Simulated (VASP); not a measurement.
# In (P1) in VASP: single point with LDA

Aim: the single point of In with LDA.

Program: VASP 6.6.1. These are calculated values, not measurements. Logs are shortened: lines on timing, memory, paths and dates and some standing lists are left out, and cuts for length are marked.

### 1 The cell of the first run

The typed cell holds 8 atoms: a = 3.364 Å, b = 6.728 Å, c = 10.800 Å, α = 90.00°, β = 90.00°, γ = 120.00°.

### 2 Single point, LDA

The input, INCAR:

```
SYSTEM = In
PREC = Accurate ; ENCUT = 400
EDIFF = 1E-6 ; ISMEAR = -1
SIGMA = 0.1 ; LREAL = .False.
LASPH = .True. ; NELM = 120
ALGO = Normal ; ISIF = 2
LWAVE = .False. ; LCHARG = .False.
GGA = CA ; NBANDS = 62
GGA_COMPAT = .False.
```

The input, KPOINTS:

```
Automatic mesh
0
Gamma
  3 3 1
  0 0 0
```

The input, POSCAR:

```
In
1.0
    3.3638400000      0.0000000000      0.0000000000
   -3.3638400000      5.8263400000      0.0000000000
    0.0000000000      0.0000000000     10.7997100000
In
8
Direct
    0.0002241449      0.0050923908      0.0101687916
    0.3422106881      0.3315419286      0.2451118595
   -0.0146773925     -0.0081310051      0.5019689418
    0.6700204912      0.1814636633      0.7486070459
   -0.0336045377      0.4832021475     -0.0067486997
    0.3515847225      0.8425483236      0.2537569990
    0.0014029185      0.4928177896      0.5004233447
    0.6828386678      0.6714647618      0.7467118099
```

Potentials or basis: VASP PAW LDA potentials, release 64 (In_d).

The run is started by

```bash
cat potpaw_LDA.64/In_d/POTCAR > POTCAR
mpirun -np 1 vasp_std > vasp.out
```

OUTCAR:

```text
SYSTEM = In
   PREC = Accurate
   ENCUT = 400
   EDIFF = 1E-6
   ISMEAR = -1
   LREAL = .False.
   LASPH = .True.
   NELM = 120
   ISIF = 2
   GGA = CA

 ion  position               nearest neighbor table
   1  0.000  0.005  0.010-   2 3.17   5 3.24   6 3.24   5 3.28   6 3.29   4 3.43   8 3.45   4 3.46
                             5 3.46   5 3.50
   2  0.342  0.332  0.245-   1 3.17   5 3.27   6 3.31   6 3.31   7 3.36   5 3.37   7 3.37   3 3.41
                             6 3.42   6 3.42
   3  0.985  0.992  0.502-   8 3.24   6 3.26   6 3.31   4 3.33   7 3.33   7 3.34   4 3.35   7 3.38
                             7 3.39   2 3.41
   4  0.670  0.181  0.749-   5 3.17   7 3.24   8 3.28   3 3.33   3 3.35   8 3.35   8 3.38   1 3.43
                             8 3.45   1 3.46
   5  0.966  0.483  0.993-   4 3.17   1 3.24   2 3.27   1 3.28   8 3.29   2 3.37   8 3.38   1 3.46
                             1 3.50   6 3.51
   6  0.352  0.843  0.254-   1 3.24   3 3.26   1 3.29   2 3.31   3 3.31   2 3.31   7 3.35   2 3.42
                             2 3.42   5 3.51
   7  0.001  0.493  0.500-   4 3.24   8 3.31   8 3.32   3 3.33   3 3.34   6 3.35   2 3.36   2 3.37
                             3 3.38   3 3.39
   8  0.683  0.671  0.747-   3 3.24   4 3.28   5 3.29   7 3.31   7 3.32   4 3.35   4 3.38   5 3.38
                             1 3.45   4 3.45

  LATTYP: Found a simple orthorhombic cell.
 ALAT       =     3.3638400000
 B/A-ratio  =     1.7320502759
 C/A-ratio  =     3.2105302274

  Lattice vectors:

 A1 = (   3.3638400000,   0.0000000000,   0.0000000000)
 A2 = (   0.0000000000,   5.8263400000,   0.0000000000)
 A3 = (   0.0000000000,   0.0000000000,  10.7997100000)

Analysis of symmetry for initial positions (statically):
=====================================================================
 Subroutine PRICEL returns:
 Original cell was already a primitive cell.

 Routine SETGRP: Setting up the symmetry group for a
 simple orthorhombic supercell.

 Subroutine GETGRP returns: Found  1 space group operations
 (whereof  1 operations were pure point group operations)
 out of a pool of  8 trial point group operations.

The static configuration has the point symmetry C_1 .

Analysis of symmetry for dynamics (positions and initial velocities):
=====================================================================
 Subroutine PRICEL returns:
 Original cell was already a primitive cell.

 Routine SETGRP: Setting up the symmetry group for a
 simple orthorhombic supercell.

 Subroutine GETGRP returns: Found  1 space group operations
 (whereof  1 operations were pure point group operations)
 out of a pool of  8 trial point group operations.

The dynamic configuration has the point symmetry C_1 .

 Subroutine INISYM returns: Found  1 space group operations
 (whereof  1 operations are pure point group operations),
 and found     1 'primitive' translations

----------------------------------------------------------------------------------------

                                     Primitive cell

  volume of cell :     211.6622

  direct lattice vectors                    reciprocal lattice vectors
     3.363840000  0.000000000  0.000000000     0.297279300  0.171634336  0.000000000
    -3.363840000  5.826340000  0.000000000     0.000000000  0.171634336  0.000000000
     0.000000000  0.000000000 10.799710000     0.000000000  0.000000000  0.092595079

  length of vectors
     3.363840000  6.727678451 10.799710000     0.343268594  0.171634336  0.092595079

  position of ions in fractional coordinates (direct lattice)
     0.000224145  0.005092391  0.010168792
     0.342210688  0.331541929  0.245111859
     0.985322608  0.991868995  0.501968942
     0.670020491  0.181463663  0.748607046
     0.966395462  0.483202148  0.993251300
     0.351584723  0.842548324  0.253756999
     0.001402918  0.492817790  0.500423345
     0.682838668  0.671464762  0.746711810

  ion indices of the primitive-cell ions
   primitive index   ion index
                 1           1
                 2           2
                 3           3
                 4           4
                 5           5
                 6           6
                 7           7
                 8           8

----------------------------------------------------------------------------------------

 KPOINTS: Automatic mesh

Automatic generation of k-mesh.
 Grid dimensions read from file:
 generate k-points for:    3    3    1

 Generating k-lattice:

  Cartesian coordinates                     Fractional coordinates (reciprocal lattice)
     0.099093100  0.057211445  0.000000000     0.333333333  0.000000000  0.000000000
     0.000000000  0.057211445  0.000000000     0.000000000  0.333333333  0.000000000
     0.000000000  0.000000000  0.092595079     0.000000000  0.000000000  1.000000000

  Length of vectors
     0.114422865  0.057211445  0.092595079

  Shift w.r.t. Gamma in fractional coordinates (k-lattice)
     0.000000000  0.000000000  0.000000000

 Subroutine IBZKPT returns following result:
 ===========================================

 Found      5 irreducible k-points:

 Following reciprocal coordinates:
            Coordinates               Weight
  0.000000  0.000000  0.000000      1.000000
  0.333333  0.000000  0.000000      2.000000
  0.333333  0.333333  0.000000      2.000000
  0.000000  0.333333  0.000000      2.000000
 -0.333333  0.333333  0.000000      2.000000
   k-points           NKPTS =      5   k-points in BZ     NKDIM =      5   number of bands    NBANDS=     62
   number of dos      NEDOS =    301   number of ions     NIONS =      8
   total plane-waves  NPLWV =  80640
   dimension x,y,z NGX =    24 NGY =   48 NGZ =   70
   dimension x,y,z NGXF=    48 NGYF=   96 NGZF=  140
   ions per type =               8
   NGX,Y,Z   is equivalent  to a cutoff of  11.86, 11.86, 10.78 a.u.
   NGXF,Y,Z  is equivalent  to a cutoff of  23.72, 23.72, 21.55 a.u.
 SYSTEM =  In
   PREC   = accura    normal or accurate (medium, high low for compatibility)
   ISTART =      0    job   : 0-new  1-cont  2-samecut
   ICHARG =      2    charge: 1-file 2-atom 10-const
   ISPIN  =      1    spin polarized calculation?
   LNONCOLLINEAR =      F non collinear calculations
   LSORBIT =      F    spin-orbit coupling
   LASPH  =      T    aspherical Exc in radial PAW
   ENCUT  =  400.0 eV  29.40 Ry    5.42 a.u.   5.49 10.97 17.61*2*pi/ulx,y,z
   NELM   =    120;   NELMIN=  2; NELMDL= -5     # of ELM steps
   EDIFF  = 0.1E-05   stopping-criterion for ELM
   LREAL  =      F    real-space projection
[... 7 lines left out ...]
   TEBEG  =    0.0;   TEEND  =   0.0 temperature during run
   PSTRESS=    0.0 pullay stress
   NELECT =     104.0000    total number of electrons
   NUPDOWN=      -1.0000    fix difference up-down
   EMIN   =  10.00;   EMAX   =-10.00  energy-range for DOS
   EFERMI =   0.00;   METHOD = LEGACY
   ISMEAR =    -1;   SIGMA  =   0.10  broadening in eV -4-tet -1-fermi 0-gaus
   EFERMI_NEDOS =   21; number of points for ismear=-14 and -15
   IALGO  =     38    algorithm
   IMIX   =      4    mixing-type and parameters
     AMIX     =   0.40;   BMIX     =  1.00
     AMIX_MAG =   1.60;   BMIX_MAG =  1.00
  volume/ion in A,a.u.               =      26.46       178.55
  Fermi-wavevector in a.u.,A,eV,Ry     =   1.291828  2.441202 22.705686  1.668821
  Thomas-Fermi vector in A             =   2.423574
   LORBIT       =      0    0 simple, 1 ext, 2 COOP (PROOUT), +10 PAW based schemes
   GGA     = CA    functional components
   LHFCALC =     F    Hartree Fock is set to
   AEXX    =    0.0000 exact exchange contribution
   IVDW    =     0    specifies the selected vdW correction
   LEPSILON=     F    determine dielectric tensor
   LRPA    =     F    only Hartree local field effects (RPA)
 non-spin polarized calculation
  energy-cutoff  :      400.00
  volume of cell :      211.66
 maximum number of plane-waves:      3861
 NGX is ok and might be reduce to    24
   NGX = 11   NGY = 21   NGZ = 35

 number of electron     104.0000009 magnetization

 Free energy of the ion-electron system (eV)
  ---------------------------------------------------
  ext. energy  EPLUGINS =         0.00000000
  ---------------------------------------------------
  free energy    TOTEN  =       -25.58949268 eV

  energy without entropy =      -25.43414881  energy(sigma->0) =      -25.51182074

 E-fermi :   6.6115     XC(G=0): -10.4731

 val. band max:        6.5574616490   @ k =   0.3333   0.3333   0.0000
 cond. band min:       6.6825687420   @ k =   0.3333   0.3333   0.0000
 fundamental gap:      0.1251070930
 Fermi energy:         6.6115040211

 k-point     1 :       0.0000    0.0000    0.0000
  band No.  band energies     occupation
      1      -7.6661      2.00000
      2      -7.6071      2.00000
      3      -7.5871      2.00000
      4      -7.5576      2.00000
      5      -7.5340      2.00000
      6      -7.5218      2.00000
[... 54 lines left out ...]
     61      13.3540      0.00000
     62      14.0023      0.00000

 k-point     2 :       0.3333    0.0000    0.0000
  band No.  band energies     occupation
      1      -7.6278      2.00000
      2      -7.5885      2.00000
      3      -7.5756      2.00000
      4      -7.5646      2.00000
      5      -7.5573      2.00000
      6      -7.5322      2.00000
[... 54 lines left out ...]
     61      11.0105      0.00000
     62      11.2217      0.00000

 k-point     3 :       0.3333    0.3333    0.0000
  band No.  band energies     occupation
      1      -7.6259      2.00000
      2      -7.5903      2.00000
      3      -7.5780      2.00000
      4      -7.5636      2.00000
      5      -7.5562      2.00000
      6      -7.5338      2.00000
[... 54 lines left out ...]
     61      11.0188      0.00000
     62      11.1838      0.00000

 k-point     4 :       0.0000    0.3333    0.0000
  band No.  band energies     occupation
      1      -7.6273      2.00000
      2      -7.5789      2.00000
      3      -7.5607      2.00000
      4      -7.5379      2.00000
      5      -7.5265      2.00000
      6      -7.5133      2.00000
[... 54 lines left out ...]
     61      12.4456      0.00000
     62      12.5736      0.00000

 k-point     5 :      -0.3333    0.3333    0.0000
  band No.  band energies     occupation
      1      -7.5532      2.00000
      2      -7.5384      2.00000
      3      -7.5349      2.00000
      4      -7.5293      2.00000
      5      -7.5181      2.00000
      6      -7.5124      2.00000
[... 54 lines left out ...]
     61       9.7915      0.00000
     62      10.3668      0.00000

------------------------ aborting loop because EDIFF is reached ----------------------------------------

  FORCE on cell =-STRESS in cart. coord.  units (eV):
  Direction    XX          YY          ZZ          XY          YZ          ZX
  --------------------------------------------------------------------------------------
  -------------------------------------------------------------------------------------
  Total        2.8258110    -11.3583524     -4.0981776     -0.0322305      0.0441093      0.0405152
  in kB       21.3899829    -85.9770765    -31.0211656     -0.2439692      0.3338856      0.3066801
  external PRESSURE =     -31.8694197 kB  Pullay stress =       0.0000000 kB

 VOLUME and BASIS-vectors are now :
 -----------------------------------------------------------------------------
  energy-cutoff  :      400.00
  volume of cell :      211.66
      direct lattice vectors                 reciprocal lattice vectors
     3.363840000  0.000000000  0.000000000     0.297279300  0.171634336  0.000000000
    -3.363840000  5.826340000  0.000000000     0.000000000  0.171634336  0.000000000
     0.000000000  0.000000000 10.799710000     0.000000000  0.000000000  0.092595079

 POSITION                                       TOTAL-FORCE (eV/Angst)
 -----------------------------------------------------------------------------------
     -0.01638      0.02967      0.10982        -0.034813     -0.102953     -0.205983
      0.03589      1.93168      2.64714         0.002589     -0.028609      0.154482
     -0.02202      5.77897      5.42112         0.021992      0.087089     -0.081539
      1.64343      1.05727      8.08474         0.016407      0.009008      0.050309
      1.62539      2.81530     10.72683         0.035060      0.142387     -0.010490
     -1.65152      4.90897      2.74050        -0.040629     -0.170362      0.061873
     -1.65304      2.87132      5.40443         0.019984     -0.052283     -0.084141
      0.03826      3.91218      8.06427        -0.020589      0.115724      0.115489
 -----------------------------------------------------------------------------------
    total drift:                                0.000069      0.001616      0.000906

  FREE ENERGIE OF THE ION-ELECTRON SYSTEM (eV)
  ---------------------------------------------------
  free  energy   TOTEN  =       -25.5894926758 eV

  energy  without entropy=      -25.4341488112  energy(sigma->0) =      -25.51182074
```

Run time: 42 s. Hardware: 1 thread of Intel Xeon Platinum 8259CL at 2.50GHz (Skylake/Cascade Lake), shared host; peak memory 0.21 GiB.

What came out:

```
Free energy            : -25.5895 eV
Pressure               : -3.2 GPa
Largest force          : 0.233 eV/Å
Band gap on the k mesh : zero (bands 52 and 53 overlap by 1.52 eV)
```

Forces in eV/Å, atoms in the order of the input:
```
In  -0.035 -0.103 -0.206
In   0.003 -0.029  0.154
In   0.022  0.087 -0.082
In   0.016  0.009  0.050
In   0.035  0.142 -0.010
In  -0.041 -0.170  0.062
In   0.020 -0.052 -0.084
In  -0.021  0.116  0.115
```

Stress tensor (GPa, compression positive):
```
 2.14 -0.02  0.03
-0.02 -8.60  0.03
 0.03  0.03 -3.10
```

Levels at points of the mesh, in eV from the Fermi level:
| k point | band 50 | band 51 | band 52 | band 53 | band 54 | band 55 |
| --- | --- | --- | --- | --- | --- | --- |
| (0.00, 0.00, 0.00) | -2.48 | -2.22 | 0.75 | 0.93 | 1.90 | 2.80 |

Caveat: the k points lie up to 0.62 Å⁻¹ apart, too coarse for converged energies and pressures of a metal; spin-orbit coupling is left out, which moves the levels of the heavy elements.
